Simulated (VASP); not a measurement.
# NaH (Fm-3m) in VASP: a series of runs

The runs below take NaH through single point, relaxation of cell and atoms, with PBE.

Program: VASP 6.6.1. These are calculated values, not measurements. Logs are shortened: lines on timing, memory, paths and dates and some standing lists are left out, and cuts for length are marked.

### 1 The cell of the first run

The structure is cubic, space group Fm-3m (No. 225). Conventional cell: a = 4.773 Å, b = 4.773 Å, c = 4.773 Å, α = 90.00°, β = 90.00°, γ = 90.00°. Na (site symmetry m-3m) has 6 H at 2.39 Å within 3.2 Å. H (site symmetry m-3m) has 6 Na at 2.39 Å within 3.2 Å.

### 2 Single point, PBE

File INCAR:

```
ALGO = Normal
EDIFF = 1E-6
ENCUT = 500
GGA = PE
GGA_COMPAT = False
ISIF = 2
ISMEAR = 0
LASPH = True
LCHARG = False
LREAL = False
LWAVE = False
NBANDS = 11
NELM = 120
PREC = Accurate
SIGMA = 0.1
```

File KPOINTS:

```
k-points
0
Gamma
  6 6 6
```

File POSCAR:

```
NaH
1.0
    0.0000000000      2.3864216700      2.3864216700
    2.3864216700      0.0000000000      2.3864216700
    2.3864216700      2.3864216700      0.0000000000
Na H
1 1
Direct
    0.0000000000      0.0000000000      0.0000000000
    0.5000000000      0.5000000000      0.5000000000
```

Potentials or basis: VASP PAW PBE potentials, release 64 (Na_pv, H).

Launch:

```
> cat potpaw_PBE.64/Na_pv/POTCAR potpaw_PBE.64/H/POTCAR > POTCAR
> mpirun -np 1 vasp_std > vasp.out
```

OUTCAR:

```text
EDIFF = 1E-6
   ENCUT = 500
   GGA = PE
   ISIF = 2
   ISMEAR = 0
   LASPH = True
   LREAL = False
   NELM = 120
   PREC = Accurate

 ion  position               nearest neighbor table
   1  0.000  0.000  0.000-
   2  0.500  0.500  0.500-

  LATTYP: Found a face centered cubic cell.
 ALAT       =     4.7728433400

  Lattice vectors:

 A1 = (   0.0000000000,   2.3864216700,   2.3864216700)
 A2 = (   2.3864216700,   0.0000000000,   2.3864216700)
 A3 = (   2.3864216700,   2.3864216700,   0.0000000000)

Analysis of symmetry for initial positions (statically):
=====================================================================
 Subroutine PRICEL returns:
 Original cell was already a primitive cell.

 Routine SETGRP: Setting up the symmetry group for a
 face centered cubic supercell.

 Subroutine GETGRP returns: Found 48 space group operations
 (whereof 48 operations were pure point group operations)
 out of a pool of 48 trial point group operations.

The static configuration has the point symmetry O_h .

Analysis of symmetry for dynamics (positions and initial velocities):
=====================================================================
 Subroutine PRICEL returns:
 Original cell was already a primitive cell.

 Routine SETGRP: Setting up the symmetry group for a
 face centered cubic supercell.

 Subroutine GETGRP returns: Found 48 space group operations
 (whereof 48 operations were pure point group operations)
 out of a pool of 48 trial point group operations.

The dynamic configuration has the point symmetry O_h .

 Subroutine INISYM returns: Found 48 space group operations
 (whereof 48 operations are pure point group operations),
 and found     1 'primitive' translations

----------------------------------------------------------------------------------------

                                     Primitive cell

  volume of cell :      27.1814

  direct lattice vectors                    reciprocal lattice vectors
     0.000000000  2.386421670  2.386421670    -0.209518714  0.209518714  0.209518714
     2.386421670  0.000000000  2.386421670     0.209518714 -0.209518714  0.209518714
     2.386421670  2.386421670  0.000000000     0.209518714  0.209518714 -0.209518714

  length of vectors
     3.374909891  3.374909891  3.374909891     0.362897058  0.362897058  0.362897058

[... 76 lines left out ...]
   NFREE  =      0    steps in history (QN), initial steepest desc. (CG)
   ISIF   =      2    stress and relaxation
   ISYM   =      2    0-nonsym 1-usesym 2-fastsym
   POTIM  = 0.5000    time-step for ionic-motion
   TEBEG  =    0.0;   TEEND  =   0.0 temperature during run
   PSTRESS=    0.0 pullay stress
   NELECT =       8.0000    total number of electrons
   NUPDOWN=      -1.0000    fix difference up-down
   EMIN   =  10.00;   EMAX   =-10.00  energy-range for DOS
   EFERMI =   0.00;   METHOD = LEGACY
   ISMEAR =     0;   SIGMA  =   0.10  broadening in eV -4-tet -1-fermi 0-gaus
   EFERMI_NEDOS =   21; number of points for ismear=-14 and -15
   IALGO  =     38    algorithm
   IMIX   =      4    mixing-type and parameters
     AMIX     =   0.40;   BMIX     =  1.00
     AMIX_MAG =   1.60;   BMIX_MAG =  1.00
  volume/ion in A,a.u.               =      13.59        91.71
  Fermi-wavevector in a.u.,A,eV,Ry     =   1.088966  2.057847 16.134427  1.185847
  Thomas-Fermi vector in A             =   2.225159
   LORBIT       =      0    0 simple, 1 ext, 2 COOP (PROOUT), +10 PAW based schemes
   GGA     = PE    functional components
   LHFCALC =     F    Hartree Fock is set to
   AEXX    =    0.0000 exact exchange contribution
   IVDW    =     0    specifies the selected vdW correction
   LEPSILON=     F    determine dielectric tensor
   LRPA    =     F    only Hartree local field effects (RPA)
 non-spin polarized calculation
 Gauss-broadening in eV      SIGMA  =   0.10
  energy-cutoff  :      500.00
  volume of cell :       27.18
 maximum number of plane-waves:       701
 NGX is ok and might be reduce to    28
   NGX = 13   NGY = 13   NGZ = 13

 number of electron       7.9999992 magnetization

 Free energy of the ion-electron system (eV)
  ---------------------------------------------------
  ext. energy  EPLUGINS =         0.00000000
  ---------------------------------------------------
  free energy    TOTEN  =        -5.08433128 eV

  energy without entropy =       -5.08433128  energy(sigma->0) =       -5.08433128

 E-fermi :  -0.5857     XC(G=0):  -7.8960

 val. band max:       -1.0407596907   @ k =  -0.3333   0.5000   0.1667
 cond. band min:       2.8299840105   @ k =   0.5000   0.0000   0.0000
 fundamental gap:      3.8707437012
 Fermi energy:        -0.5856802864

 k-point     1 :       0.0000    0.0000    0.0000
  band No.  band energies     occupation
      1     -23.0305      2.00000
      2     -23.0305      2.00000
      3     -23.0305      2.00000
      4      -4.7164      2.00000
      5       9.7578      0.00000
      6      14.8887      0.00000
      7      14.8887      0.00000
      8      14.8887      0.00000
      9      15.8400      0.00000
     10      15.8400      0.00000
     11      15.8400      0.00000
[... 197 lines left out ...]
 k-point    16 :      -0.3333    0.5000    0.1667
  band No.  band energies     occupation
      1     -23.1103      2.00000
      2     -23.0810      2.00000
      3     -23.0681      2.00000
      4      -1.0408      2.00000
      5       4.3452      0.00000
      6       6.2527      0.00000
      7       7.9511      0.00000
      8      14.2660      0.00000
      9      14.4881      0.00000
     10      20.2651      0.00000
     11      20.3850      0.00000

------------------------ aborting loop because EDIFF is reached ----------------------------------------

  FORCE on cell =-STRESS in cart. coord.  units (eV):
  Direction    XX          YY          ZZ          XY          YZ          ZX
  --------------------------------------------------------------------------------------
  -------------------------------------------------------------------------------------
  Total        0.1442109      0.1442109      0.1442109     -0.0000000      0.0000000      0.0000000
  in kB        8.5003556      8.5003556      8.5003556     -0.0000000      0.0000000      0.0000000
  external PRESSURE =       8.5003556 kB  Pullay stress =       0.0000000 kB

 VOLUME and BASIS-vectors are now :
 -----------------------------------------------------------------------------
  energy-cutoff  :      500.00
  volume of cell :       27.18
      direct lattice vectors                 reciprocal lattice vectors
     0.000000000  2.386421670  2.386421670    -0.209518714  0.209518714  0.209518714
     2.386421670  0.000000000  2.386421670     0.209518714 -0.209518714  0.209518714
     2.386421670  2.386421670  0.000000000     0.209518714  0.209518714 -0.209518714

 POSITION                                       TOTAL-FORCE (eV/Angst)
 -----------------------------------------------------------------------------------
      0.00000      0.00000      0.00000         0.000000      0.000000      0.000000
      2.38642      2.38642      2.38642        -0.000000     -0.000000     -0.000000
 -----------------------------------------------------------------------------------
    total drift:                               -0.000000     -0.000000     -0.000000

  FREE ENERGIE OF THE ION-ELECTRON SYSTEM (eV)
  ---------------------------------------------------
  free  energy   TOTEN  =        -5.0843312759 eV

  energy  without entropy=       -5.0843312759  energy(sigma->0) =       -5.08433128
```

OSZICAR:

```text
N       E                     dE             d eps       ncg     rms          rms(c)
DAV:   1     0.372561525584E+02    0.37256E+02   -0.44425E+03   361   0.720E+02
DAV:   2    -0.422289967709E+01   -0.41479E+02   -0.40846E+02   367   0.202E+02
DAV:   3    -0.550700587844E+01   -0.12841E+01   -0.12826E+01   446   0.328E+01
DAV:   4    -0.551493170011E+01   -0.79258E-02   -0.79251E-02   400   0.267E+00
DAV:   5    -0.551499692381E+01   -0.65224E-04   -0.65223E-04   406   0.248E-01    0.322E+00
DAV:   6    -0.517463763534E+01    0.34036E+00   -0.32181E-01   399   0.283E+00    0.150E+00
DAV:   7    -0.507992759419E+01    0.94710E-01   -0.32290E-01   391   0.219E+00    0.347E-01
DAV:   8    -0.508437906574E+01   -0.44515E-02   -0.97036E-03   379   0.975E-01    0.671E-02
DAV:   9    -0.508434485951E+01    0.34206E-04   -0.11156E-03   420   0.358E-01    0.232E-02
DAV:  10    -0.508432867964E+01    0.16180E-04   -0.61011E-05   399   0.494E-02    0.420E-03
DAV:  11    -0.508433152328E+01   -0.28436E-05   -0.57291E-06   393   0.110E-02    0.325E-03
DAV:  12    -0.508433127591E+01    0.24737E-06   -0.23503E-07   227   0.309E-03
   1 F= -.50843313E+01 E0= -.50843313E+01  d E =-.317711E-11
```

Run time: 5.2 s. Hardware: 1 thread of Intel Xeon Platinum 8259CL at 2.50GHz (Skylake/Cascade Lake), shared host; peak memory 0.14 GiB.

Results:

```
Free energy            : -5.0843 eV
Pressure               : 0.9 GPa
Band gap on the k mesh : 3.87 eV (least direct gap 4.70 eV)
```

A k mesh can miss the band edges.

### 3 Single point, PBE

This run uses another cell than the first one, of 14.09 Å³/atom.

File INCAR:

```
SYSTEM = NaH
ALGO     = Normal         ! electronic algorithm
EDIFF    = 1E-6           ! SCF threshold, eV
ENCUT    = 500            ! plane-wave cutoff, eV
GGA      = PE             ! functional
GGA_COMPAT= .False.      
ISIF     = 2              ! what is computed and relaxed
ISMEAR   = 0              ! smearing method
LASPH    = .True.         ! aspherical terms in the spheres
LCHARG   = .False.        ! write CHGCAR
LREAL    = .False.        ! projectors in reciprocal space
LWAVE    = .False.        ! write WAVECAR
NBANDS   = 11             ! bands
NELM     = 120            ! most SCF steps
PREC     = Accurate       ! precision mode
SIGMA    = 0.02           ! smearing width, eV
```

File KPOINTS:

```
k-points
0
Gamma
  8 8 8
  0 0 0
```

File POSCAR:

```
NaH
1.0
    0.0000000000      2.4155456665      2.4155456665
    2.4155456665      0.0000000000      2.4155456665
    2.4155456665      2.4155456665      0.0000000000
Na H
1 1
Direct
    0.0000000000      0.0000000000      0.0000000000
    0.5000000000      0.5000000000      0.5000000000
```

Potentials or basis: VASP PAW PBE potentials, release 64 (Na_pv, H).

Launch:

```
> cat potpaw_PBE.64/Na_pv/POTCAR potpaw_PBE.64/H/POTCAR > POTCAR
> mpirun -np 1 vasp_std > vasp.out
```

OUTCAR:

```text
SYSTEM = NaH
   EDIFF = 1E-6
   ENCUT = 500
   GGA = PE
   ISIF = 2
   ISMEAR = 0
   LASPH = .True.
   LREAL = .False.
   NELM = 120
   PREC = Accurate

 ion  position               nearest neighbor table
   1  0.000  0.000  0.000-
   2  0.500  0.500  0.500-

  LATTYP: Found a face centered cubic cell.
 ALAT       =     4.8310913330

  Lattice vectors:

 A1 = (   0.0000000000,   2.4155456665,   2.4155456665)
 A2 = (   2.4155456665,   0.0000000000,   2.4155456665)
 A3 = (   2.4155456665,   2.4155456665,   0.0000000000)

Analysis of symmetry for initial positions (statically):
=====================================================================
 Subroutine PRICEL returns:
 Original cell was already a primitive cell.

 Routine SETGRP: Setting up the symmetry group for a
 face centered cubic supercell.

 Subroutine GETGRP returns: Found 48 space group operations
 (whereof 48 operations were pure point group operations)
 out of a pool of 48 trial point group operations.

The static configuration has the point symmetry O_h .

Analysis of symmetry for dynamics (positions and initial velocities):
[... 162 lines left out ...]
 val. band max:       -1.1109759901   @ k =  -0.2500   0.5000   0.2500
 cond. band min:       2.6506828442   @ k =   0.5000   0.0000   0.0000
 fundamental gap:      3.7616588344
 Fermi energy:        -0.9521563302

 k-point     1 :       0.0000    0.0000    0.0000
  band No.  band energies     occupation
      1     -23.2117      2.00000
      2     -23.2117      2.00000
      3     -23.2117      2.00000
      4      -4.7311      2.00000
      5       9.3149      0.00000
      6      14.4975      0.00000
      7      14.4975      0.00000
      8      14.4975      0.00000
      9      15.3581      0.00000
     10      15.3581      0.00000
     11      15.3581      0.00000
[... 309 lines left out ...]
 k-point    24 :      -0.3750    0.2500    0.1250
  band No.  band energies     occupation
      1     -23.2911      2.00000
      2     -23.2462      2.00000
      3     -23.2305      2.00000
      4      -1.5938      2.00000
      5       3.4350      0.00000
      6       6.7118      0.00000
      7       9.9116      0.00000
      8      13.8184      0.00000
      9      15.0455      0.00000
     10      18.2672      0.00000
     11      20.3697      0.00000

 [... further k-points ...]
[... 5 lines left out ...]
  --------------------------------------------------------------------------------------
  -------------------------------------------------------------------------------------
  Total       -0.0096803     -0.0096803     -0.0096803     -0.0000000      0.0000000     -0.0000000
  in kB       -0.5502059     -0.5502059     -0.5502059     -0.0000000      0.0000000     -0.0000000
  external PRESSURE =      -0.5502059 kB  Pullay stress =       0.0000000 kB

 VOLUME and BASIS-vectors are now :
 -----------------------------------------------------------------------------
  energy-cutoff  :      500.00
  volume of cell :       28.19
      direct lattice vectors                 reciprocal lattice vectors
     0.000000000  2.415545666  2.415545666    -0.206992568  0.206992568  0.206992568
     2.415545666  0.000000000  2.415545666     0.206992568 -0.206992568  0.206992568
     2.415545666  2.415545666  0.000000000     0.206992568  0.206992568 -0.206992568

 POSITION                                       TOTAL-FORCE (eV/Angst)
 -----------------------------------------------------------------------------------
      0.00000      0.00000      0.00000         0.000000      0.000000      0.000000
      2.41555      2.41555      2.41555         0.000000      0.000000     -0.000000
 -----------------------------------------------------------------------------------
    total drift:                               -0.000000     -0.000000     -0.000000

  FREE ENERGIE OF THE ION-ELECTRON SYSTEM (eV)
  ---------------------------------------------------
  free  energy   TOTEN  =        -5.0874269726 eV

  energy  without entropy=       -5.0874269726  energy(sigma->0) =       -5.08742697
```

OSZICAR:

```text
N       E                     dE             d eps       ncg     rms          rms(c)
DAV:   1     0.353890380680E+02    0.35389E+02   -0.45088E+03   638   0.737E+02
DAV:   2    -0.430065231442E+01   -0.39690E+02   -0.38753E+02   668   0.178E+02
DAV:   3    -0.550602541080E+01   -0.12054E+01   -0.12040E+01   778   0.311E+01
DAV:   4    -0.551457216900E+01   -0.85468E-02   -0.85456E-02   759   0.258E+00
DAV:   5    -0.551464769719E+01   -0.75528E-04   -0.75528E-04   731   0.253E-01    0.319E+00
DAV:   6    -0.517508193505E+01    0.33957E+00   -0.32542E-01   718   0.277E+00    0.148E+00
DAV:   7    -0.508278975970E+01    0.92292E-01   -0.32142E-01   719   0.214E+00    0.352E-01
DAV:   8    -0.508750678322E+01   -0.47170E-02   -0.10009E-02   704   0.953E-01    0.685E-02
DAV:   9    -0.508743859185E+01    0.68191E-04   -0.11602E-03   757   0.359E-01    0.233E-02
DAV:  10    -0.508742407196E+01    0.14520E-04   -0.63004E-05   716   0.498E-02    0.430E-03
DAV:  11    -0.508742722144E+01   -0.31495E-05   -0.59459E-06   704   0.109E-02    0.313E-03
DAV:  12    -0.508742697259E+01    0.24886E-06   -0.21894E-07   457   0.315E-03
   1 F= -.50874270E+01 E0= -.50874270E+01  d E =-.543337E-31
```

stdout:

```text
POSCAR found type information on POSCAR NaH
 POSCAR found :  2 types and       2 ions
 scaLAPACK will be used
 LDA part: xc-table for (Slater+PW92), standard interpolation
 POSCAR, INCAR and KPOINTS ok, starting setup
 FFT: planning ... GRIDC
 FFT: planning ... GRID_SOFT
 FFT: planning ... GRID
 WAVECAR not read
 entering main loop
```

Wall time 8.1 s (1 thread of Intel Xeon Platinum 8259CL at 2.50GHz (Skylake/Cascade Lake), shared host); peak memory 0.14 GiB.

Results:

```yaml
Free_energy: -5.0874 eV
Pressure: -0.1 GPa
Band_gap_on_the_k_mesh: 3.76 eV (least direct gap 4.62 eV)
```

Levels at points of the mesh, in eV from the valence-band top:
| k point | band 1 | band 2 | band 3 | band 4 | band 5 | band 6 | band 7 | band 8 |
| --- | --- | --- | --- | --- | --- | --- | --- | --- |
| (0.00, 0.00, 0.00) | -22.10 | -22.10 | -22.10 | -3.62 | 10.43 | 15.61 | 15.61 | 15.61 |
| (0.50, 0.00, 0.00) | -22.19 | -22.11 | -22.11 | -0.86 | 3.76 | 10.79 | 13.39 | 13.39 |
| (0.50, 0.50, 0.00) | -22.18 | -22.13 | -22.13 | -0.18 | 4.64 | 10.04 | 10.68 | 10.68 |

A k mesh can miss the band edges.

### 4 Relaxation of cell and atoms, PBE

File INCAR:

```
  PREC = Accurate
  ENCUT = 500
  EDIFF = 1E-7
  ISMEAR = 0
  SIGMA = 0.02
  LREAL = False
  LASPH = True
  NELM = 120
  ALGO = Normal
  ISIF = 3
  LWAVE = False
  LCHARG = False
  GGA = PE
  IBRION = 2
  NSW = 100
  EDIFFG = -0.002
  GGA_COMPAT = False
  NELMIN = 4
```

File KPOINTS:

```
regular mesh
0
Gamma
  8 8 8
```

File POSCAR:

```
NaH
1.0
    0.0000000000      2.3864216700      2.3864216700
    2.3864216700      0.0000000000      2.3864216700
    2.3864216700      2.3864216700      0.0000000000
Na H
1 1
Direct
    0.0000000000      0.0000000000      0.0000000000
    0.5000000000      0.5000000000      0.5000000000
```

Launch:

```
> cat potpaw_PBE.64/Na_pv/POTCAR potpaw_PBE.64/H/POTCAR > POTCAR
> mpirun -np 1 vasp_std > vasp.out
```

Run time: 15 s. Hardware: 1 thread of Intel Xeon Platinum 8259CL at 2.50GHz (Skylake/Cascade Lake), shared host; peak memory 0.14 GiB.

Results (log left out):

```
Free energy                           : -5.0866 eV
Relaxed volume                        : 14.03 Å³/atom
Relaxed cell                          : a = 3.411 Å, b = 3.411 Å, c = 3.411 Å, α = 60.00°, β = 60.00°, γ = 60.00°
Space group after relaxing (to 0.1 Å) : Fm-3m (No. 225)
Energy gained by relaxing             : 1.2 meV/atom
Ionic steps                           : 3
Pressure after relaxing               : 0.0 GPa
Band gap on the k mesh                : 3.77 eV (least direct gap 4.63 eV)
```

The path:
| step | energy change (eV) | largest force (eV/Å) | pressure (GPa) | volume (Å³) |
| --- | --- | --- | --- | --- |
| 1 | 0.0000 | 0.0000 | 0.85 | 27.18 |
| 2 | -0.0012 | 0.0000 | 0.56 | 27.46 |
| 3 | -0.0023 | 0.0000 | 0.02 | 28.05 |

Final structure:
```
Na H
1.0
     0.00000    2.41171    2.41171
     2.41171    0.00000    2.41171
     2.41171    2.41171    0.00000
Na H
1 1
Direct
  0.00000 0.00000 0.00000
  0.50000 0.50000 0.50000
```

Levels at points of the mesh, in eV from the valence-band top:
```
           k point  band 1  band 2  band 3  band 4  band 5  band 6  band 7  band 8
(0.00, 0.00, 0.00)  -22.09  -22.09  -22.09   -3.63   10.47   15.64   15.64   15.64
(0.50, 0.00, 0.00)  -22.19  -22.10  -22.10   -0.86    3.77   10.82   13.42   13.42
(0.50, 0.50, 0.00)  -22.18  -22.12  -22.12   -0.18    4.65   10.05   10.71   10.71
```

A k mesh can miss the band edges.

### 5 Overview

```tsv
task	cell	k mesh	smearing	gap on the mesh (eV)	pressure (GPa)
single point	a = 3.375 Å, angles 60.0°, 2 atoms	6 × 6 × 6	gaussian 0.1 eV	3.87	0.9
single point	a = 3.416 Å, angles 60.0°, 2 atoms	8 × 8 × 8	gaussian 0.02 eV	3.76	-0.1
relaxation of cell and atoms	relaxed from a = 3.375 Å, angles 60.0°, 2 atoms	8 × 8 × 8	gaussian 0.02 eV	3.77	0.0
```

Alike in all rows: level PBE; potentials or basis VASP PAW PBE potentials, release 64 (Na_pv, H); no spin polarisation; cutoff (eV) 500.

Absolute energies hang on the potentials; compare differences alone.
